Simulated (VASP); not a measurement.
A run of VASP 6.6.1:

File INCAR:

```
  ALGO = Normal
  EDIFF = 1E-6
  ENCUT = 520
  GGA = PS
  ISIF = 2
  ISMEAR = 0
  LASPH = T
  LCHARG = F
  LREAL = F
  LWAVE = F
  NBANDS = 18
  NELM = 100
  PREC = Accurate
  SIGMA = 0.02
```

Contents of KPOINTS:

```
k-points
0
Gamma
  12 12 8
```

Contents of POSCAR:

```
PtS2
1.0
    3.5730283181      0.0000000000      0.0000000000
   -1.7865141590      3.0943332919      0.0000000000
    0.0000000000      0.0000000000      4.6204053082
Pt S
1 2
Direct
    0.0000000000      0.0000000000      0.0000000000
    0.3333333333      0.6666666667      0.2581445226
    0.6666666667      0.3333333333      0.7418554774
```

Potentials or basis: VASP PAW PBE potentials, release 64 (Pt, S).

Command:

```console
$ cat potpaw_PBE.64/Pt/POTCAR potpaw_PBE.64/S/POTCAR > POTCAR
$ mpirun -np 1 vasp_std > vasp.out
```

Hardware: 1 thread of Intel(R) Xeon(R) 6975P-C (Granite Rapids), with other jobs on the host.

Task: Estimate the wall time of this run.

Result: Run time: 97 s on 1 thread of Intel(R) Xeon(R) 6975P-C (Granite Rapids) (shared host), peak memory 0.25 GiB. Counts: scf iterations 12, k points 131.
